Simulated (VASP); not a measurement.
# Ir (P6_3/mmc) in VASP: settings compared, part 2 of 2

VASP 6.6.1.

## Step 5: Relaxation of cell and atoms, PBEsol

This run uses another cell than the first one, of 14.63 Å³/atom.

INCAR reads:

```
SYSTEM = Ir
  ALGO = Fast
  EDIFF = 1E-6
  EDIFFG = -0.05
  ENCUT = 600
  GGA = PS
  IBRION = 2
  ISIF = 3
  ISMEAR = 0
  LASPH = .TRUE.
  LCHARG = .FALSE.
  LREAL = .FALSE.
  LWAVE = .FALSE.
  NELM = 100
  NSW = 100
  PREC = Accurate
  SIGMA = 0.1
```

KPOINTS reads:

```
k-points
0
G
  12 12 4
  0 0 0
```

POSCAR reads:

```
Ir
1.0
    2.7513778946      0.0000000000      0.0000000000
   -1.3756889473      2.3827631521      0.0000000000
    0.0000000000      0.0000000000      4.4622900000
Ir
2
Direct
    0.6666666700      0.3333333300      0.7500000000
    0.3333333300      0.6666666700      0.2500000000
```

Potentials or basis: VASP PAW PBE potentials, release 64 (Ir).

Started as:

```bash
> cat potpaw_PBE.64/Ir/POTCAR > POTCAR
> mpirun -np 1 vasp_std > vasp.out
```

OUTCAR:

```text
SYSTEM = Ir
   EDIFF = 1E-6
   EDIFFG = -0.05
   ENCUT = 600
   GGA = PS
   IBRION = 2
   ISIF = 3
   ISMEAR = 0
   LASPH = .TRUE.
   LREAL = .FALSE.
   NELM = 100
   NSW = 100
   PREC = Accurate

 ion  position               nearest neighbor table
   1  0.667  0.333  0.750-   2 2.74   2 2.74   2 2.74   2 2.74   2 2.74   2 2.74
   2  0.333  0.667  0.250-   1 2.74   1 2.74   1 2.74   1 2.74   1 2.74   1 2.74

  LATTYP: Found a hexagonal cell.
 ALAT       =     2.7513778946
 C/A-ratio  =     1.6218382828

  Lattice vectors:

 A1 = (   2.7513778946,   0.0000000000,   0.0000000000)
 A2 = (  -1.3756889473,   2.3827631521,   0.0000000000)
 A3 = (   0.0000000000,   0.0000000000,   4.4622900000)

Analysis of symmetry for initial positions (statically):
=====================================================================
 Subroutine PRICEL returns:
 Original cell was already a primitive cell.

 Routine SETGRP: Setting up the symmetry group for a
 hexagonal supercell.

 Subroutine GETGRP returns: Found 24 space group operations
 (whereof 12 operations were pure point group operations)
 out of a pool of 24 trial point group operations.

The static configuration has the point symmetry D_3d.
 The point group associated with its full space group is D_6h.

Analysis of symmetry for dynamics (positions and initial velocities):
=====================================================================
 Subroutine PRICEL returns:
 Original cell was already a primitive cell.

 Routine SETGRP: Setting up the symmetry group for a
 hexagonal supercell.

 Subroutine GETGRP returns: Found 24 space group operations
 (whereof 12 operations were pure point group operations)
 out of a pool of 24 trial point group operations.

The dynamic configuration has the point symmetry D_3d.
 The point group associated with its full space group is D_6h.

 Subroutine INISYM returns: Found 24 space group operations
 (whereof 12 operations are pure point group operations),
 and found     1 'primitive' translations

----------------------------------------------------------------------------------------

                                     Primitive cell

  volume of cell :      29.2542

  direct lattice vectors                    reciprocal lattice vectors
     2.751377895  0.000000000  0.000000000     0.363454254  0.209840411  0.000000000
    -1.375688947  2.382763152  0.000000000     0.000000000  0.419680823  0.000000000
     0.000000000  0.000000000  4.462290000     0.000000000  0.000000000  0.224100182

  length of vectors
     2.751377895  2.751377895  4.462290000     0.419680823  0.419680823  0.224100182

  position of ions in fractional coordinates (direct lattice)
     0.666666670  0.333333330  0.750000000
     0.333333330  0.666666670  0.250000000

  ion indices of the primitive-cell ions
   primitive index   ion index
                 1           1
                 2           2

----------------------------------------------------------------------------------------

 KPOINTS: k-points

Automatic generation of k-mesh.
 Grid dimensions read from file:
 generate k-points for:   12   12    4

 Generating k-lattice:

  Cartesian coordinates                     Fractional coordinates (reciprocal lattice)
     0.030287854  0.017486701  0.000000000     0.083333333 -0.000000000  0.000000000
     0.000000000  0.034973402  0.000000000     0.000000000  0.083333333  0.000000000
     0.000000000  0.000000000  0.056025045     0.000000000  0.000000000  0.250000000

  Length of vectors
     0.034973402  0.034973402  0.056025045

  Shift w.r.t. Gamma in fractional coordinates (k-lattice)
     0.000000000  0.000000000  0.000000000

 Subroutine IBZKPT returns following result:
 ===========================================

 Found     57 irreducible k-points:

 Following reciprocal coordinates:
            Coordinates               Weight
  0.000000  0.000000  0.000000      1.000000
  0.083333  0.000000  0.000000      6.000000
  0.166667  0.000000  0.000000      6.000000
  0.250000  0.000000  0.000000      6.000000
  0.333333  0.000000  0.000000      6.000000
  0.416667  0.000000  0.000000      6.000000
[... 16 lines left out ...]
  0.250000  0.000000  0.250000     12.000000
  0.333333  0.000000  0.250000     12.000000
 [... further k-points ...]
   k-points           NKPTS =     57   k-points in BZ     NKDIM =     57   number of bands    NBANDS=     13
   number of dos      NEDOS =    301   number of ions     NIONS =      2
   total plane-waves  NPLWV =  20736
   dimension x,y,z NGX =    24 NGY =   24 NGZ =   36
   dimension x,y,z NGXF=    48 NGYF=   48 NGZF=   72
   ions per type =               2
   NGX,Y,Z   is equivalent  to a cutoff of  14.50, 14.50, 13.41 a.u.
   NGXF,Y,Z  is equivalent  to a cutoff of  29.00, 29.00, 26.82 a.u.
 SYSTEM =  Ir
   PREC   = accura    normal or accurate (medium, high low for compatibility)
   ISTART =      0    job   : 0-new  1-cont  2-samecut
   ICHARG =      2    charge: 1-file 2-atom 10-const
   ISPIN  =      1    spin polarized calculation?
   LNONCOLLINEAR =      F non collinear calculations
   LSORBIT =      F    spin-orbit coupling
   LASPH  =      T    aspherical Exc in radial PAW
   ENCUT  =  600.0 eV  44.10 Ry    6.64 a.u.   5.50  5.50  8.91*2*pi/ulx,y,z
   NELM   =    100;   NELMIN=  2; NELMDL= -5     # of ELM steps
   EDIFF  = 0.1E-05   stopping-criterion for ELM
   LREAL  =      F    real-space projection
   EDIFFG = -.5E-01   stopping-criterion for IOM
   NSW    =    100    number of steps for IOM
   IBRION =      2    ionic relax: 0-MD 1-quasi-New 2-CG
   NFREE  =      1    steps in history (QN), initial steepest desc. (CG)
   ISIF   =      3    stress and relaxation
   ISYM   =      2    0-nonsym 1-usesym 2-fastsym
   POTIM  = 0.5000    time-step for ionic-motion
   TEBEG  =    0.0;   TEEND  =   0.0 temperature during run
   PSTRESS=    0.0 pullay stress
   NELECT =      18.0000    total number of electrons
   NUPDOWN=      -1.0000    fix difference up-down
   EMIN   =  10.00;   EMAX   =-10.00  energy-range for DOS
   EFERMI =   0.00;   METHOD = LEGACY
   ISMEAR =     0;   SIGMA  =   0.10  broadening in eV -4-tet -1-fermi 0-gaus
   EFERMI_NEDOS =   21; number of points for ismear=-14 and -15
   IALGO  =     68    algorithm
   IMIX   =      4    mixing-type and parameters
     AMIX     =   0.40;   BMIX     =  1.00
     AMIX_MAG =   1.60;   BMIX_MAG =  1.00
  volume/ion in A,a.u.               =      14.63        98.71
  Fermi-wavevector in a.u.,A,eV,Ry     =   1.392417  2.631287 26.379323  1.938826
  Thomas-Fermi vector in A             =   2.516162
   LORBIT       =      0    0 simple, 1 ext, 2 COOP (PROOUT), +10 PAW based schemes
   GGA     = PS    functional components
   LHFCALC =     F    Hartree Fock is set to
   AEXX    =    0.0000 exact exchange contribution
   IVDW    =     0    specifies the selected vdW correction
   LEPSILON=     F    determine dielectric tensor
   LRPA    =     F    only Hartree local field effects (RPA)
 conjugate gradient relaxation of ions
 non-spin polarized calculation
 RMM-DIIS sequential band-by-band and
 Gauss-broadening in eV      SIGMA  =   0.10
  energy-cutoff  :      600.00
  volume of cell :       29.25
 maximum number of plane-waves:      1002
 NGX is ok and might be reduce to    24
   NGX = 11   NGY = 11   NGZ = 17

--------------------------------------- Ionic step        1  -------------------------------------------

 number of electron      17.9999998 magnetization

 Free energy of the ion-electron system (eV)
  ---------------------------------------------------
  ext. energy  EPLUGINS =         0.00000000
  ---------------------------------------------------
  free energy    TOTEN  =       -19.49668379 eV

  energy without entropy =      -19.48780896  energy(sigma->0) =      -19.49224637

 E-fermi :   9.7468     XC(G=0): -13.9051

 val. band max:        9.7438309699   @ k =   0.3333   0.3333   0.0000
 cond. band min:       9.7558577621   @ k =   0.3333   0.0000   0.5000
 fundamental gap:      0.0120267922
 Fermi energy:         9.7467813442

 k-point     1 :       0.0000    0.0000    0.0000
  band No.  band energies     occupation
      1      -1.1578      2.00000
      2       1.9064      2.00000
      3       6.0198      2.00000
      4       6.1144      2.00000
      5       6.1144      2.00000
      6       6.7418      2.00000
      7       6.7418      2.00000
      8       7.5219      2.00000
      9       7.5219      2.00000
     10       9.0003      2.00000
     11      10.0578      0.00001
     12      10.0578      0.00001
     13      16.5311      0.00000
[... 545 lines left out ...]
  energy  without entropy=      -19.5269923862  energy(sigma->0) =      -19.53120236

--------------------------------------- Ionic step        6  -------------------------------------------

 number of electron      18.0000001 magnetization

 Free energy of the ion-electron system (eV)
  ---------------------------------------------------
  ext. energy  EPLUGINS =         0.00000000
  ---------------------------------------------------
  free energy    TOTEN  =       -19.53549053 eV

  energy without entropy =      -19.52769244  energy(sigma->0) =      -19.53159149

 E-fermi :  10.3484     XC(G=0): -14.1081

 val. band max:       10.3400858328   @ k =   0.2500   0.0833   0.5000
 cond. band min:      10.3647030303   @ k =   0.3333   0.0000   0.5000
 fundamental gap:      0.0246171975
 Fermi energy:        10.3484443718

 k-point     1 :       0.0000    0.0000    0.0000
  band No.  band energies     occupation
      1      -0.9365      2.00000
      2       2.1246      2.00000
      3       6.3627      2.00000
      4       6.5112      2.00000
      5       6.5112      2.00000
      6       7.1652      2.00000
      7       7.1652      2.00000
      8       8.0413      2.00000
      9       8.0413      2.00000
     10       9.4531      2.00000
     11      10.6782      0.00000
     12      10.6782      0.00000
     13      17.3866      0.00000
[... 397 lines left out ...]
  FREE ENERGIE OF THE ION-ELECTRON SYSTEM (eV)
  ---------------------------------------------------
  free  energy   TOTEN  =       -19.5354905348 eV

  energy  without entropy=      -19.5276924377  energy(sigma->0) =      -19.53159149

 reached required accuracy - stopping structural energy minimisation
```

Wall time 3 min (1 thread of Intel Xeon 8259CL, shared host); peak memory 0.18 GiB.

What came out:

* Free energy: -19.5355 eV
* Relaxed volume: 14.13 Å³/atom
* Relaxed cell: a = 2.715 Å, b = 2.715 Å, c = 4.426 Å, α = 90.00°, β = 90.00°, γ = 120.00°
* Space group after relaxing (to 0.1 Å): P6_3/mmc (No. 194)
* Energy gained by relaxing: 19.4 meV/atom
* Ionic steps: 6
* Pressure after relaxing: 0.2 GPa
* Band gap on the k mesh: zero (bands 9 and 10 overlap by 3.38 eV)

Step by step:
| step | energy change (eV) | largest force (eV/Å) | pressure (GPa) | volume (Å³) |
| --- | --- | --- | --- | --- |
| 1 | 0.0000 | 0.0000 | -12.08 | 29.25 |
| 2 | 0.6175 | 0.0000 | 69.63 | 24.83 |
| 3 | -0.0386 | 0.0000 | -0.79 | 28.32 |
| 4 | -0.0387 | 0.0000 | -0.08 | 28.28 |
| 5 | -0.0387 | 0.0000 | 0.13 | 28.26 |
| 6 | -0.0388 | 0.0000 | 0.15 | 28.26 |

Final structure:
```yaml
crystal:
  lattice:
    - [2.71523, 0.00000, 0.00000]
    - [-1.35761, 2.35146, 0.00000]
    - [0.00000, 0.00000, 4.42573]
  atoms:
    - { symbol: Ir, position: [0.66667, 0.33333, 0.75000] }
    - { symbol: Ir, position: [0.33333, 0.66667, 0.25000] }
```

Levels at points of the mesh, in eV from the Fermi level:
| k point | band 6 | band 7 | band 8 | band 9 | band 10 | band 11 | band 12 | band 13 |
| --- | --- | --- | --- | --- | --- | --- | --- | --- |
| (0.00, 0.00, 0.00) | -3.18 | -3.18 | -2.31 | -2.31 | -0.90 | 0.33 | 0.33 | 7.04 |
| (0.50, 0.00, 0.00) | -3.45 | -3.01 | 0.80 | 1.01 | 1.21 | 3.02 | 4.47 | 8.25 |
| (0.00, 0.00, 0.50) | -3.95 | -3.95 | -3.95 | -0.43 | -0.43 | -0.43 | -0.43 | 13.62 |
| (0.50, 0.00, 0.50) | -2.09 | -0.97 | -0.97 | 1.04 | 1.04 | 2.05 | 2.05 | 7.73 |

Caveat: the PAW data sets were made with another functional, which shifts forces and pressure a little; spin-orbit coupling is left out, which moves the levels of the heavy elements.

## Step 6: The runs side by side

```tsv
task	level	cell	k mesh	cutoff (eV)	smearing	gap on the mesh (eV)	pressure (GPa)
relaxation of cell and atoms	PBEsol	relaxed to 15 GPa from a = 2.703, b = 2.703, c = 4.382 Å, angles 90.0, 90.0, 120.0°, 2 atoms	18 × 18 × 10	500	fermi-dirac 0.15 eV	none	15.0
relaxation of cell and atoms	PBEsol	relaxed to 8 GPa from a = 2.714, b = 2.714, c = 4.399 Å, angles 90.0, 90.0, 120.0°, 2 atoms	18 × 18 × 10	500	fermi-dirac 0.15 eV	none	8.0
relaxation of shape and atoms at fixed volume	PBEsol+D4	relaxed from a = 2.739, b = 2.739, c = 4.439 Å, angles 90.0, 90.0, 120.0°, 2 atoms	18 × 18 × 10	500	fermi-dirac 0.15 eV	none	-11.5
relaxation of cell and atoms	PBEsol	relaxed from a = 2.751, b = 2.751, c = 4.462 Å, angles 90.0, 90.0, 120.0°, 2 atoms	12 × 12 × 4	600	gaussian 0.1 eV	none	0.2
```

Alike in all rows: potentials or basis VASP PAW PBE potentials, release 64 (Ir); no spin polarisation.

Caveats: the PAW data sets were made with another functional, which shifts forces and pressure a little; spin-orbit coupling is left out, which moves the levels of the heavy elements; the cell is relaxed towards a set pressure, so the run minimises the enthalpy, not the energy (at least some runs).

Total energies depend on the potentials used, so only differences within one code and one set of settings carry meaning.
